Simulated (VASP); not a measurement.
The system is MgO.

```
Mg O
1.0
     2.93802    0.00000    0.00000
    -1.46901    2.54440    0.00000
     0.00000    0.00000    2.67968
Mg O
1 1
Direct
  0.00000 0.00000 0.00000
  0.33333 0.66667 0.50000
```

Base run:

* Program: VASP 6.6.1
* Functional: PBEsol
* Potentials or basis: VASP PAW PBE potentials, release 64 (Mg, O)
* Cutoff: 520 eV
* k mesh: 10 × 10 × 10
* Occupations: fermi-dirac, width 0.05 eV
* Spin: no spin polarisation

Its results: band gap on the k mesh 2.93 eV, indirect (least direct gap 3.33 eV); pressure -4.3 GPa.

Task: The run is repeated on the same cell with these changes: dispersion from none to D3(BJ). What comes out?

Result: Band gap on the k mesh 2.93 eV, indirect (least direct gap 3.33 eV); pressure -8.2 GPa.

Dispersion adds attraction, which lowers the pressure at fixed volume and, as a term added to the energy, leaves the levels alone.

Caveats: the PAW data sets were made with another functional, which shifts forces and pressure a little.

A k mesh can miss the band edges.
